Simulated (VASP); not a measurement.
# SnO2 in VASP: single point with PBE+D3(BJ)

Aim: the single point of SnO2 with PBE+D3(BJ).

All numbers are computed with VASP 6.6.1; they aren't measurements. Logs are shortened: lines on timing, memory, paths and dates and some standing lists are left out, and cuts for length are marked.

## 1. The cell of the first run

The cell holds a slab with vacuum, 24 atoms: a = 6.460 Å, b = 6.779 Å, c = 24.017 Å, α = 90.00°, β = 90.00°, γ = 90.00°.

## 2. Single point, PBE+D3(BJ)

INCAR reads:

```
ALGO = Normal
DIPOL = 0.5 0.5 0.460
EDIFF = 1E-6
ENCUT = 520
GGA = PE
IDIPOL = 3
ISIF = 2
ISMEAR = 0
IVDW = 12
LASPH = T
LCHARG = T
LDIPOL = T
LELF = T
LREAL = Auto
LVACPOTAV = T
LVHAR = T
LWAVE = F
NBANDS = 122
NELM = 80
PREC = Accurate
SIGMA = 0.05
```

KPOINTS reads:

```
k-points
0
Gamma
  3 2 1
```

POSCAR reads:

```
SnO2
1.0
    6.4600897544      0.0000000000      0.0000000000
    0.0000000000      6.7788694381      0.0000000000
    0.0000000000      0.0000000000     24.0167812915
O Sn
16 8
Direct
    0.0000000000      0.0000000000      0.3331004227
    0.5000000000      0.0000000000      0.3331004227
    0.2500000000      0.3062105638      0.3877985636
    0.7500000000      0.3062105638      0.3877985636
    0.2500000000      0.6937894362      0.3877985636
    0.7500000000      0.6937894362      0.3877985636
    0.0000000000      0.0000000000      0.4424967045
    0.5000000000      0.0000000000      0.4424967045
    0.0000033013      0.4999487612      0.4737691885
    0.5000067658      0.4997736494      0.4736913811
    0.2506768952      0.8138322920      0.5367998627
    0.7493063573      0.8138374579      0.5367667575
    0.2507017042      0.1860441383      0.5366830062
    0.7493362432      0.1860267458      0.5367275496
   -0.0000188746      0.4999303286      0.5848392993
    0.4999950225      0.4997697892      0.5849032212
    0.0000000000      0.5000000000      0.3877985636
    0.5000000000      0.5000000000      0.3877985636
    0.2500000000      0.0000000000      0.3877985636
    0.7500000000      0.0000000000      0.3877985636
    0.0000160087     -0.0000595740      0.5265516202
    0.5000122863     -0.0000749942      0.5256143238
    0.2502574694      0.4999123481      0.5352979781
    0.7497276156      0.4999309328      0.5352827962
```

Potentials or basis: VASP PAW PBE potentials, release 64 (O, Sn_d).

Launch:

```bash
> cat potpaw_PBE.64/O/POTCAR potpaw_PBE.64/Sn_d/POTCAR > POTCAR
> mpirun -np 1 vasp_std > vasp.out
```

OUTCAR:

```text
EDIFF = 1E-6
   ENCUT = 520
   GGA = PE
   ISIF = 2
   ISMEAR = 0
   IVDW = 12
   LASPH = T
   LREAL = Auto
   NELM = 80
   PREC = Accurate
 IVDW          = 12

 ion  position               nearest neighbor table
   1  0.000  0.000  0.333-  19 2.08  20 2.08
   2  0.500  0.000  0.333-  19 2.08  20 2.08
   3  0.250  0.306  0.388-  19 2.08  18 2.08  17 2.08
   4  0.750  0.306  0.388-  20 2.08  18 2.08  17 2.08
   5  0.250  0.694  0.388-  19 2.08  18 2.08  17 2.08
   6  0.750  0.694  0.388-  20 2.08  18 2.08  17 2.08
   7  0.000  0.000  0.442-  21 2.02  20 2.08  19 2.08
   8  0.500  0.000  0.442-  22 2.00  20 2.08  19 2.08
   9  0.000  0.500  0.474-  17 2.06  24 2.19  23 2.19
  10  0.500  0.500  0.474-  18 2.06  24 2.19  23 2.19
  11  0.251  0.814  0.537-  22 2.06  21 2.07  23 2.13
  12  0.749  0.814  0.537-  22 2.06  21 2.07  24 2.13
  13  0.251  0.186  0.537-  22 2.06  21 2.07  23 2.13
  14  0.749  0.186  0.537-  22 2.06  21 2.07  24 2.13
  15  1.000  0.500  0.585-  23 2.01  24 2.01
  16  0.500  0.500  0.585-  23 2.01  24 2.01
  17  0.000  0.500  0.388-   9 2.06   4 2.08   5 2.08   6 2.08   3 2.08  18 3.23  18 3.23  20 3.75
                            19 3.75  20 3.75  19 3.75
  18  0.500  0.500  0.388-  10 2.06   4 2.08   5 2.08   6 2.08   3 2.08  17 3.23  17 3.23  20 3.75
                            19 3.75  20 3.75  19 3.75
  19  0.250  0.000  0.388-   3 2.08   5 2.08   1 2.08   2 2.08   7 2.08   8 2.08  20 3.23  20 3.23
                            22 3.68  21 3.70  17 3.75  17 3.75  18 3.75  18 3.75
  20  0.750  0.000  0.388-   4 2.08   6 2.08   1 2.08   2 2.08   7 2.08   8 2.08  19 3.23  19 3.23
                            22 3.68  21 3.70  17 3.75  17 3.75  18 3.75  18 3.75
  21  0.000  1.000  0.527-   7 2.02  13 2.07  14 2.07  11 2.07  12 2.07  22 3.23  22 3.23  19 3.70
                            20 3.70
  22  0.500  1.000  0.526-   8 2.00  13 2.06  12 2.06  14 2.06  11 2.06  21 3.23  21 3.23  20 3.68
                            19 3.68
  23  0.250  0.500  0.535-  16 2.01  15 2.01  13 2.13  11 2.13  10 2.19   9 2.19  24 3.23  24 3.23

  24  0.750  0.500  0.535-  16 2.01  15 2.01  14 2.13  12 2.13  10 2.19   9 2.19  23 3.23  23 3.23

  LATTYP: Found a simple orthorhombic cell.
 ALAT       =     6.4600897544
 B/A-ratio  =     1.0493460147
 C/A-ratio  =     3.7177163483

  Lattice vectors:

 A1 = (   6.4600897544,   0.0000000000,   0.0000000000)
 A2 = (   0.0000000000,   6.7788694381,   0.0000000000)
 A3 = (   0.0000000000,   0.0000000000,  24.0167812915)

Analysis of symmetry for initial positions (statically):
=====================================================================
 Subroutine PRICEL returns:
 Original cell was already a primitive cell.

 Routine SETGRP: Setting up the symmetry group for a
 simple orthorhombic supercell.

 Subroutine GETGRP returns: Found  1 space group operations
 (whereof  1 operations were pure point group operations)
 out of a pool of  8 trial point group operations.

The static configuration has the point symmetry C_1 .

Analysis of symmetry for dynamics (positions and initial velocities):
=====================================================================
 Subroutine PRICEL returns:
 Original cell was already a primitive cell.

 Routine SETGRP: Setting up the symmetry group for a
 simple orthorhombic supercell.

 Subroutine GETGRP returns: Found  1 space group operations
 (whereof  1 operations were pure point group operations)
 out of a pool of  8 trial point group operations.

The dynamic configuration has the point symmetry C_1 .

 Subroutine INISYM returns: Found  1 space group operations
 (whereof  1 operations are pure point group operations),
 and found     1 'primitive' translations

----------------------------------------------------------------------------------------

                                     Primitive cell

  volume of cell :    1051.7454

  direct lattice vectors                    reciprocal lattice vectors
     6.460089754  0.000000000  0.000000000     0.154796611  0.000000000  0.000000000
     0.000000000  6.778869438  0.000000000     0.000000000  0.147517224  0.000000000
     0.000000000  0.000000000 24.016781291     0.000000000  0.000000000  0.041637553

  length of vectors
     6.460089754  6.778869438 24.016781291     0.154796611  0.147517224  0.041637553

  position of ions in fractional coordinates (direct lattice)
     0.000000000  0.000000000  0.333100423
     0.500000000  0.000000000  0.333100423
     0.250000000  0.306210564  0.387798564
     0.750000000  0.306210564  0.387798564
     0.250000000  0.693789436  0.387798564
     0.750000000  0.693789436  0.387798564
[... 16 lines left out ...]
     0.250257469  0.499912348  0.535297978
     0.749727616  0.499930933  0.535282796

  ion indices of the primitive-cell ions
   primitive index   ion index
                 1           1
                 2           2
                 3           3
                 4           4
                 5           5
                 6           6
[... 16 lines left out ...]
                23          23
                24          24

----------------------------------------------------------------------------------------

 KPOINTS: k-points

Automatic generation of k-mesh.
 Grid dimensions read from file:
 generate k-points for:    3    2    1

 Generating k-lattice:

  Cartesian coordinates                     Fractional coordinates (reciprocal lattice)
     0.051598870  0.000000000  0.000000000     0.333333333  0.000000000  0.000000000
     0.000000000  0.073758612  0.000000000     0.000000000  0.500000000  0.000000000
     0.000000000  0.000000000  0.041637553     0.000000000  0.000000000  1.000000000

  Length of vectors
     0.051598870  0.073758612  0.041637553

  Shift w.r.t. Gamma in fractional coordinates (k-lattice)
     0.000000000  0.000000000  0.000000000

 Subroutine IBZKPT returns following result:
 ===========================================

 Found      4 irreducible k-points:

 Following reciprocal coordinates:
            Coordinates               Weight
  0.000000  0.000000  0.000000      1.000000
  0.333333  0.000000  0.000000      2.000000
  0.000000  0.500000  0.000000      1.000000
  0.333333  0.500000  0.000000      2.000000
   k-points           NKPTS =      4   k-points in BZ     NKDIM =      4   number of bands    NBANDS=    122
   number of dos      NEDOS =    301   number of ions     NIONS =     24
   total plane-waves  NPLWV = 432000
   dimension x,y,z NGX =    48 NGY =   50 NGZ =  180
   dimension x,y,z NGXF=    96 NGYF=  100 NGZF=  360
   ions per type =              16   8
   NGX,Y,Z   is equivalent  to a cutoff of  12.35, 12.26, 12.46 a.u.
   NGXF,Y,Z  is equivalent  to a cutoff of  24.70, 24.52, 24.92 a.u.
 SYSTEM =  unknown system
   PREC   = accura    normal or accurate (medium, high low for compatibility)
   ISTART =      0    job   : 0-new  1-cont  2-samecut
   ICHARG =      2    charge: 1-file 2-atom 10-const
   ISPIN  =      1    spin polarized calculation?
   LNONCOLLINEAR =      F non collinear calculations
   LSORBIT =      F    spin-orbit coupling
   LASPH  =      T    aspherical Exc in radial PAW
   ENCUT  =  520.0 eV  38.22 Ry    6.18 a.u.  12.01 12.60 44.66*2*pi/ulx,y,z
   NELM   =     80;   NELMIN=  2; NELMDL= -5     # of ELM steps
   EDIFF  = 0.1E-05   stopping-criterion for ELM
   LREAL  =      T    real-space projection
   EDIFFG = 0.1E-04   stopping-criterion for IOM
   NSW    =      0    number of steps for IOM
   IBRION =     -1    ionic relax: 0-MD 1-quasi-New 2-CG
   NFREE  =      0    steps in history (QN), initial steepest desc. (CG)
   ISIF   =      2    stress and relaxation
   ISYM   =      2    0-nonsym 1-usesym 2-fastsym
   POTIM  = 0.5000    time-step for ionic-motion
   TEBEG  =    0.0;   TEEND  =   0.0 temperature during run
   PSTRESS=    0.0 pullay stress
   NELECT =     208.0000    total number of electrons
   NUPDOWN=      -1.0000    fix difference up-down
   EMIN   =  10.00;   EMAX   =-10.00  energy-range for DOS
   EFERMI =   0.00;   METHOD = LEGACY
   ISMEAR =     0;   SIGMA  =   0.05  broadening in eV -4-tet -1-fermi 0-gaus
   EFERMI_NEDOS =   21; number of points for ismear=-14 and -15
   IALGO  =     38    algorithm
   IMIX   =      4    mixing-type and parameters
     AMIX     =   0.40;   BMIX     =  1.00
     AMIX_MAG =   1.60;   BMIX_MAG =  1.00
  volume/ion in A,a.u.               =      43.82       295.73
  Fermi-wavevector in a.u.,A,eV,Ry     =   0.953804  1.802428 12.377788  0.909742
  Thomas-Fermi vector in A             =   2.082492
   LORBIT       =      0    0 simple, 1 ext, 2 COOP (PROOUT), +10 PAW based schemes
   GGA     = PE    functional components
   LHFCALC =     F    Hartree Fock is set to
   AEXX    =    0.0000 exact exchange contribution
   IVDW    =    12    specifies the selected vdW correction
   LEPSILON=     F    determine dielectric tensor
   LRPA    =     F    only Hartree local field effects (RPA)
 non-spin polarized calculation
 Gauss-broadening in eV      SIGMA  =   0.05
  energy-cutoff  :      520.00
  volume of cell :     1051.75
 maximum number of plane-waves:     28372
   NGX = 25   NGY = 25   NGZ = 89

 dipolmoment           0.000000      0.000000     -0.000003 electrons x Angstroem

 number of electron     207.9999990 magnetization

 dipolmoment           0.000000      0.000000      0.065514 electrons x Angstroem

 Free energy of the ion-electron system (eV)
  ---------------------------------------------------
  ext. energy  EPLUGINS =         0.00000000
  ---------------------------------------------------
  free energy    TOTEN  =      -142.72610886 eV

  energy without entropy =     -142.72610886  energy(sigma->0) =     -142.72610886

 E-fermi :  -2.9468     XC(G=0):  -3.6888

 val. band max:       -3.1810629529   @ k =   0.3333   0.0000   0.0000
 cond. band min:      -2.7277145385   @ k =   0.0000   0.0000   0.0000
 fundamental gap:      0.4533484144
 Fermi energy:        -2.9467557923

 k-point     1 :       0.0000    0.0000    0.0000
  band No.  band energies     occupation
      1     -25.2564      2.00000
      2     -25.2159      2.00000
      3     -25.1301      2.00000
      4     -25.0884      2.00000
      5     -24.7920      2.00000
      6     -24.7619      2.00000
[... 465 lines left out ...]
    115       3.1826      0.00000
    116       3.3899      0.00000
 [bands above 116 left out]

------------------------ aborting loop because EDIFF is reached ----------------------------------------

 Edisp (eV)   -3.52740

 E8    (eV) :    -1.4728

  FORCE on cell =-STRESS in cart. coord.  units (eV):
  Direction    XX          YY          ZZ          XY          YZ          ZX
  --------------------------------------------------------------------------------------
  -------------------------------------------------------------------------------------
  Total     -11.05094    11.64171     0.33880    -0.00172     0.00417     0.00138
  in kB     -16.83446    17.73441     0.51612    -0.00263     0.00636     0.00210
  external pressure =        0.47 kB  Pullay stress =        0.00 kB

 VOLUME and BASIS-vectors are now :
 -----------------------------------------------------------------------------
  energy-cutoff  :      520.00
  volume of cell :     1051.75
      direct lattice vectors                 reciprocal lattice vectors
     6.460089754  0.000000000  0.000000000     0.154796611  0.000000000  0.000000000
     0.000000000  6.778869438  0.000000000     0.000000000  0.147517224  0.000000000
     0.000000000  0.000000000 24.016781291     0.000000000  0.000000000  0.041637553

 POSITION                                       TOTAL-FORCE (eV/Angst)
 -----------------------------------------------------------------------------------
      0.00000      0.00000      8.00000         0.000056     -0.000364      1.104662
      3.23004      0.00000      8.00000         0.000061     -0.000255      1.122007
      1.61502      2.07576      9.31367         0.005037      1.132196     -0.743409
      4.84507      2.07576      9.31367        -0.004823      1.132049     -0.743286
      1.61502      4.70311      9.31367         0.006023     -1.132478     -0.741473
      4.84507      4.70311      9.31367        -0.005790     -1.132545     -0.741609
[... 16 lines left out ...]
      1.61669      3.38884     12.85613        -0.042736      0.000952      0.120640
      4.84331      3.38897     12.85577         0.040716     -0.001501      0.123857
 -----------------------------------------------------------------------------------
    total drift:                               -0.001565      0.004293     -0.011018

  FREE ENERGIE OF THE ION-ELECTRON SYSTEM (eV)
  ---------------------------------------------------
  free  energy   TOTEN  =      -146.2535105829 eV

  energy  without entropy=     -146.2535105829  energy(sigma->0) =     -146.25351058

 vacuum level on the upper side and lower side of the slab         3.938         3.667
```

Run time: 21 min. Hardware: 1 thread of AMD EPYC 7R43 (Zen 3), shared host; peak memory 0.92 GiB.

Results:

| Property | Result |
| --- | --- |
| Free energy | -146.2535 eV |
| Largest force | 3.189 eV/Å |
| Band gap on the k mesh | 0.45 eV |
| Dispersion energy per atom | -0.147 eV |

Forces on the atoms (eV/Å):
```
O    0.000  0.000  1.105
O    0.000  0.000  1.122
O    0.005  1.132 -0.743
O   -0.005  1.132 -0.743
O    0.006 -1.132 -0.741
O   -0.006 -1.133 -0.742
O    0.000 -0.002  1.178
O    0.000 -0.003  0.892
O    0.000  0.002 -0.006
O   -0.001  0.006  0.019
O   -0.054  0.013  0.042
O    0.057  0.010  0.043
O   -0.058 -0.012  0.047
O    0.058 -0.011  0.046
O    0.000 -0.002 -0.041
O    0.002  0.002 -0.029
Sn   0.000 -0.002  2.386
Sn   0.000 -0.002  2.348
Sn  -0.042  0.001 -3.188
Sn   0.042  0.001 -3.188
Sn  -0.002 -0.001 -0.227
Sn  -0.001  0.002  0.177
Sn  -0.043  0.001  0.121
Sn   0.041 -0.002  0.124
```

Caveat: the k points lie up to 0.46 Å⁻¹ apart; semilocal functionals underestimate gaps, and a narrow one can read as zero; spin-orbit coupling is left out, which moves the levels of the heavy elements.
